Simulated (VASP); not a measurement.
# SrCu2S2 in VASP: further runs

The runs below take SrCu2S2 through single point, with revPBE, r2SCAN.

Everything below comes from runs of VASP 6.6.1. Logs are shortened: lines on timing, memory, paths and dates and some standing lists are left out, and cuts for length are marked.

### 1 The cell of the first run

The typed cell holds 5 atoms: a = 3.996 Å, b = 3.996 Å, c = 6.616 Å, α = 90.00°, β = 90.00°, γ = 60.00°.

### 2 Single point, revPBE

File INCAR:

```
SYSTEM = SrCu2S2
PREC     = Accurate       ! precision mode
ENCUT    = 520            ! plane-wave cutoff, eV
EDIFF    = 1E-6           ! SCF threshold, eV
ISMEAR   = -1             ! smearing method
SIGMA    = 0.1            ! smearing width, eV
LREAL    = .False.        ! projectors in reciprocal space
LASPH    = .True.         ! aspherical terms in the spheres
NELM     = 60             ! most SCF steps
ALGO     = Normal         ! electronic algorithm
ISIF     = 2              ! what is computed and relaxed
LWAVE    = .False.        ! write WAVECAR
LCHARG   = .False.        ! write CHGCAR
GGA      = RE             ! functional
NBANDS   = 30             ! bands
```

File KPOINTS:

```
Automatic mesh
0
Gamma
  5 5 3
  0 0 0
```

File POSCAR:

```
SrCu2S2
1.0
    1.9982014600      3.4609861300      0.0000000000
   -1.9982014600      3.4609861300      0.0000000000
    0.0000000000      0.0000000000      6.6163798000
Cu Sr S
2 1 2
Direct
    0.3333000000      0.3334000000      0.3764900000
    0.6667000000      0.6666000000      0.6235100000
    0.0000000000      0.0000000000      0.0000000000
    0.3333000000      0.3334000000      0.7463000000
    0.6667000000      0.6666000000      0.2537000000
```

Potentials or basis: VASP PAW PBE potentials, release 64 (Cu, Sr_sv, S).

Run with:

```sh
$ cat potpaw_PBE.64/Cu/POTCAR potpaw_PBE.64/Sr_sv/POTCAR potpaw_PBE.64/S/POTCAR > POTCAR
$ mpirun -np 1 vasp_std > vasp.out
```

OUTCAR:

```text
SYSTEM = SrCu2S2
   PREC = Accurate
   ENCUT = 520
   EDIFF = 1E-6
   ISMEAR = -1
   LREAL = .False.
   LASPH = .True.
   NELM = 60
   ISIF = 2
   GGA = RE

 ion  position               nearest neighbor table
   1  0.333  0.333  0.376-   5 2.45   5 2.45   5 2.45   4 2.45   3 3.40   3 3.40   3 3.40
   2  0.667  0.667  0.624-   4 2.45   4 2.45   4 2.45   5 2.45   3 3.40   3 3.40   3 3.40
   3  0.000  0.000  0.000-   5 2.85   4 2.85   5 2.85   4 2.85   5 2.85   4 2.85   2 3.40   1 3.40
                             2 3.40   1 3.40   1 3.40   2 3.40
   4  0.333  0.333  0.746-   2 2.45   2 2.45   2 2.45   1 2.45   3 2.85   3 2.85   3 2.85
   5  0.667  0.667  0.254-   1 2.45   1 2.45   1 2.45   2 2.45   3 2.85   3 2.85   3 2.85

  LATTYP: Found a hexagonal cell.
 ALAT       =     3.9964026407
 C/A-ratio  =     1.6555838825

  Lattice vectors:

 A1 = (   1.9982014600,  -3.4609861300,   0.0000000000)
 A2 = (   1.9982014600,   3.4609861300,   0.0000000000)
 A3 = (   0.0000000000,   0.0000000000,   6.6163798000)

Analysis of symmetry for initial positions (statically):
=====================================================================
 Subroutine PRICEL returns:
 Original cell was already a primitive cell.

 Routine SETGRP: Setting up the symmetry group for a
 hexagonal supercell.

 Subroutine GETGRP returns: Found  4 space group operations
 (whereof  4 operations were pure point group operations)
 out of a pool of 24 trial point group operations.

The static configuration has the point symmetry C_2h.

Analysis of symmetry for dynamics (positions and initial velocities):
=====================================================================
 Subroutine PRICEL returns:
 Original cell was already a primitive cell.

 Routine SETGRP: Setting up the symmetry group for a
 hexagonal supercell.

 Subroutine GETGRP returns: Found  4 space group operations
 (whereof  4 operations were pure point group operations)
 out of a pool of 24 trial point group operations.

The dynamic configuration has the point symmetry C_2h.

 Subroutine INISYM returns: Found  4 space group operations
 (whereof  4 operations are pure point group operations),
 and found     1 'primitive' translations

----------------------------------------------------------------------------------------

                                     Primitive cell

  volume of cell :      91.5144

  direct lattice vectors                    reciprocal lattice vectors
     1.998201460  3.460986130  0.000000000     0.250225020  0.144467496  0.000000000
    -1.998201460  3.460986130  0.000000000    -0.250225020  0.144467496  0.000000000
     0.000000000  0.000000000  6.616379800     0.000000000  0.000000000  0.151140054

  length of vectors
     3.996402641  3.996402641  6.616379800     0.288934972  0.288934972  0.151140054

  position of ions in fractional coordinates (direct lattice)
     0.333300000  0.333400000  0.376490000
     0.666700000  0.666600000  0.623510000
     0.000000000  0.000000000  0.000000000
     0.333300000  0.333400000  0.746300000
     0.666700000  0.666600000  0.253700000

  ion indices of the primitive-cell ions
   primitive index   ion index
                 1           1
                 2           2
                 3           3
                 4           4
                 5           5

----------------------------------------------------------------------------------------

 KPOINTS: Automatic mesh

Automatic generation of k-mesh.
 Grid dimensions read from file:
 generate k-points for:    5    5    3

 Generating k-lattice:

  Cartesian coordinates                     Fractional coordinates (reciprocal lattice)
     0.050045004  0.028893499  0.000000000     0.200000000 -0.000000000  0.000000000
    -0.050045004  0.028893499  0.000000000    -0.000000000  0.200000000  0.000000000
     0.000000000  0.000000000  0.050380018     0.000000000  0.000000000  0.333333333

  Length of vectors
     0.057786994  0.057786994  0.050380018

  Shift w.r.t. Gamma in fractional coordinates (k-lattice)
     0.000000000  0.000000000  0.000000000

 Subroutine IBZKPT returns following result:
 ===========================================

 Found     24 irreducible k-points:

 Following reciprocal coordinates:
            Coordinates               Weight
  0.000000  0.000000  0.000000      1.000000
  0.200000  0.000000  0.000000      4.000000
  0.000000  0.200000  0.000000      2.000000
  0.400000  0.000000  0.000000      4.000000
  0.000000  0.400000  0.000000      2.000000
  0.400000  0.200000  0.000000      2.000000
[... 16 lines left out ...]
 -0.200000  0.400000  0.333333      4.000000
  0.400000 -0.200000  0.333333      4.000000
   k-points           NKPTS =     24   k-points in BZ     NKDIM =     24   number of bands    NBANDS=     30
   number of dos      NEDOS =    301   number of ions     NIONS =      5
   total plane-waves  NPLWV =  45000
   dimension x,y,z NGX =    30 NGY =   30 NGZ =   50
   dimension x,y,z NGXF=    60 NGYF=   60 NGZF=  100
   ions per type =               2   1   2
   NGX,Y,Z   is equivalent  to a cutoff of  12.48, 12.48, 12.56 a.u.
   NGXF,Y,Z  is equivalent  to a cutoff of  24.96, 24.96, 25.13 a.u.
 SYSTEM =  SrCu2S2
   PREC   = accura    normal or accurate (medium, high low for compatibility)
   ISTART =      0    job   : 0-new  1-cont  2-samecut
   ICHARG =      2    charge: 1-file 2-atom 10-const
   ISPIN  =      1    spin polarized calculation?
   LNONCOLLINEAR =      F non collinear calculations
   LSORBIT =      F    spin-orbit coupling
   LASPH  =      T    aspherical Exc in radial PAW
   ENCUT  =  520.0 eV  38.22 Ry    6.18 a.u.   7.43  7.43 12.30*2*pi/ulx,y,z
   NELM   =     60;   NELMIN=  2; NELMDL= -5     # of ELM steps
   EDIFF  = 0.1E-05   stopping-criterion for ELM
   LREAL  =      F    real-space projection
   EDIFFG = 0.1E-04   stopping-criterion for IOM
   NSW    =      0    number of steps for IOM
   IBRION =     -1    ionic relax: 0-MD 1-quasi-New 2-CG
   NFREE  =      0    steps in history (QN), initial steepest desc. (CG)
   ISIF   =      2    stress and relaxation
   ISYM   =      2    0-nonsym 1-usesym 2-fastsym
   POTIM  = 0.5000    time-step for ionic-motion
   TEBEG  =    0.0;   TEEND  =   0.0 temperature during run
   PSTRESS=    0.0 pullay stress
   NELECT =      44.0000    total number of electrons
   NUPDOWN=      -1.0000    fix difference up-down
   EMIN   =  10.00;   EMAX   =-10.00  energy-range for DOS
   EFERMI =   0.00;   METHOD = LEGACY
   ISMEAR =    -1;   SIGMA  =   0.10  broadening in eV -4-tet -1-fermi 0-gaus
   EFERMI_NEDOS =   21; number of points for ismear=-14 and -15
   IALGO  =     38    algorithm
   IMIX   =      4    mixing-type and parameters
     AMIX     =   0.40;   BMIX     =  1.00
     AMIX_MAG =   1.60;   BMIX_MAG =  1.00
  volume/ion in A,a.u.               =      18.30       123.51
  Fermi-wavevector in a.u.,A,eV,Ry     =   1.282515  2.423602 22.379480  1.644845
  Thomas-Fermi vector in A             =   2.414822
   LORBIT       =      0    0 simple, 1 ext, 2 COOP (PROOUT), +10 PAW based schemes
   GGA     = RE    functional components
   LHFCALC =     F    Hartree Fock is set to
   AEXX    =    0.0000 exact exchange contribution
   IVDW    =     0    specifies the selected vdW correction
   LEPSILON=     F    determine dielectric tensor
   LRPA    =     F    only Hartree local field effects (RPA)
 non-spin polarized calculation
  energy-cutoff  :      520.00
  volume of cell :       91.51
 maximum number of plane-waves:      2515
 NGX is ok and might be reduce to    30
   NGX = 15   NGY = 15   NGZ = 25

 number of electron      44.0000026 magnetization

 Free energy of the ion-electron system (eV)
  ---------------------------------------------------
  ext. energy  EPLUGINS =         0.00000000
  ---------------------------------------------------
  free energy    TOTEN  =       -20.13724685 eV

  energy without entropy =      -20.13700429  energy(sigma->0) =      -20.13712557

 E-fermi :   5.9569     XC(G=0): -10.2803

 val. band max:        5.3014031007   @ k =   0.0000   0.0000   0.0000
 cond. band min:       6.4693790964   @ k =   0.0000   0.0000   0.0000
 fundamental gap:      1.1679759957
 Fermi energy:         5.9568577349

 k-point     1 :       0.0000    0.0000    0.0000
  band No.  band energies     occupation
      1     -29.2258      2.00000
      2     -11.6915      2.00000
      3     -11.2278      2.00000
      4     -11.2277      2.00000
      5      -8.3505      2.00000
      6      -7.1892      2.00000
[... 22 lines left out ...]
     29       9.9694      0.00000
     30      11.5977      0.00000

 k-point     2 :       0.2000    0.0000    0.0000
  band No.  band energies     occupation
      1     -29.2153      2.00000
      2     -11.6043      2.00000
      3     -11.4515      2.00000
      4     -11.2614      2.00000
      5      -8.0201      2.00000
      6      -7.2728      2.00000
[... 22 lines left out ...]
     29      10.2404      0.00000
     30      11.7385      0.00000

 k-point     3 :       0.0000    0.2000    0.0000
  band No.  band energies     occupation
      1     -29.2153      2.00000
      2     -11.6042      2.00000
      3     -11.4516      2.00000
      4     -11.2614      2.00000
      5      -8.0200      2.00000
      6      -7.2729      2.00000
[... 22 lines left out ...]
     29      10.2398      0.00000
     30      11.7388      0.00000

 k-point     4 :       0.4000    0.0000    0.0000
  band No.  band energies     occupation
      1     -29.1981      2.00000
      2     -11.7741      2.00000
      3     -11.4322      2.00000
      4     -11.3150      2.00000
      5      -7.6012      2.00000
      6      -7.3121      2.00000
[... 616 lines left out ...]
     29      11.9342      0.00000
     30      12.7806      0.00000

 k-point    23 :      -0.2000    0.4000    0.3333
  band No.  band energies     occupation
      1     -29.1928      2.00000
      2     -11.7368      2.00000
      3     -11.4661      2.00000
      4     -11.3905      2.00000
      5      -7.5443      2.00000
      6      -7.2311      2.00000
[... 22 lines left out ...]
     29      11.9339      0.00000
     30      12.7806      0.00000

 k-point    24 :       0.4000   -0.2000    0.3333
  band No.  band energies     occupation
      1     -29.1928      2.00000
      2     -11.7367      2.00000
      3     -11.4662      2.00000
      4     -11.3906      2.00000
      5      -7.5441      2.00000
      6      -7.2313      2.00000
[... 22 lines left out ...]
     29      11.9337      0.00000
     30      12.7812      0.00000

------------------------ aborting loop because EDIFF is reached ----------------------------------------

  FORCE on cell =-STRESS in cart. coord.  units (eV):
  Direction    XX          YY          ZZ          XY          YZ          ZX
  --------------------------------------------------------------------------------------
  -------------------------------------------------------------------------------------
  Total        2.5095634      2.5088230      2.5819612     -0.0006407      0.0006928     -0.0012001
  in kB       43.9358665     43.9229053     45.2033619     -0.0112177      0.0121299     -0.0210103
  external PRESSURE =      44.3540446 kB  Pullay stress =       0.0000000 kB

 VOLUME and BASIS-vectors are now :
 -----------------------------------------------------------------------------
  energy-cutoff  :      520.00
  volume of cell :       91.51
      direct lattice vectors                 reciprocal lattice vectors
     1.998201460  3.460986130  0.000000000     0.250225020  0.144467496  0.000000000
    -1.998201460  3.460986130  0.000000000    -0.250225020  0.144467496  0.000000000
     0.000000000  0.000000000  6.616379800     0.000000000  0.000000000  0.151140054

 POSITION                                       TOTAL-FORCE (eV/Angst)
 -----------------------------------------------------------------------------------
     -0.00020      2.30744      2.49100         0.000687     -0.000397      0.109454
      0.00020      4.61453      4.12538        -0.000687      0.000397     -0.109454
      0.00000      0.00000      0.00000        -0.000000     -0.000000      0.000000
     -0.00020      2.30744      4.93780         0.001362     -0.000786     -1.076519
      0.00020      4.61453      1.67858        -0.001362      0.000786      1.076519
 -----------------------------------------------------------------------------------
    total drift:                               -0.000000      0.000000      0.000000

  FREE ENERGIE OF THE ION-ELECTRON SYSTEM (eV)
  ---------------------------------------------------
  free  energy   TOTEN  =       -20.1372468488 eV

  energy  without entropy=      -20.1370042936  energy(sigma->0) =      -20.13712557
```

Run time: 2.8 min. Hardware: 1 thread of Intel Xeon 8259CL, shared host; peak memory 0.24 GiB.

Results:

| Quantity | Value |
| --- | --- |
| Free energy | -20.1372 eV |
| Pressure | 4.4 GPa |
| Largest force | 1.077 eV/Å |
| Band gap on the k mesh | 1.17 eV |

Forces on the atoms (eV/Å):
```
Cu   0.001  0.000  0.109
Cu  -0.001  0.000 -0.109
Sr   0.000  0.000  0.000
S    0.001 -0.001 -1.077
S   -0.001  0.001  1.077
```

Caveat: the cell stands under pressure; the PAW data sets were made with another functional, which shifts forces and pressure a little.

### 3 Single point, r2SCAN

POSCAR is that of step 2.

File INCAR.step1:

```
PREC = Accurate
ENCUT = 520
ISMEAR = -1
SIGMA = 0.1
LREAL = F
LASPH = T
NELM = 80
NBANDS = 30
GGA = PE
ALGO = Normal
EDIFF = 1E-4
LWAVE = T
LCHARG = F
```

File INCAR.step2:

```
PREC = Accurate
ENCUT = 520
EDIFF = 1E-6
ISMEAR = -1
SIGMA = 0.1
LREAL = F
LASPH = T
NELM = 80
ALGO = Normal
ISIF = 2
LWAVE = F
LCHARG = F
METAGGA = R2SCAN
LMIXTAU = T
NBANDS = 30
ISTART = 1
```

File KPOINTS:

```
Automatic mesh
0
Gamma
  5 5 3
```

Potentials or basis: VASP PAW PBE potentials, release 64 (Cu, Sr_sv, S).

Run with:

```sh
$ cat potpaw_PBE.64/Cu/POTCAR potpaw_PBE.64/Sr_sv/POTCAR potpaw_PBE.64/S/POTCAR > POTCAR
$ cp INCAR.step1 INCAR
$ mpirun -np 1 vasp_std > vasp.out
$ cp INCAR.step2 INCAR
$ mpirun -np 1 vasp_std > vasp.out
```

It took 9.6 min on 1 thread of Intel Xeon 8259CL, shared host; peak memory 0.25 GiB.

The run converged. Its results:

| Item | Value |
| --- | --- |
| Free energy | -58.0143 eV |
| Pressure | 1.2 GPa |
| Largest force | 1.265 eV/Å |
| Band gap on the k mesh | 1.56 eV |

Forces on the atoms (eV/Å):
```
Cu   0.001  0.000  0.145
Cu  -0.001  0.000 -0.145
Sr   0.000  0.000  0.000
S    0.001 -0.001 -1.265
S   -0.001  0.001  1.265
```

Stress tensor (GPa, compression positive):
```
1.14 0.00 0.00
0.00 1.13 0.00
0.00 0.00 1.29
```

Levels at points of the mesh, in eV from the valence-band top:
```csv
k point,band 18,band 19,band 20,band 21,band 22,band 23,band 24,band 25,band 26,band 27
"(0.00, 0.00, 0.00)",-0.63,-0.63,-0.21,0.00,0.00,1.56,2.73,3.36,4.06,4.06
```

Caveat: the PAW data sets were made with another functional, which shifts forces and pressure a little.
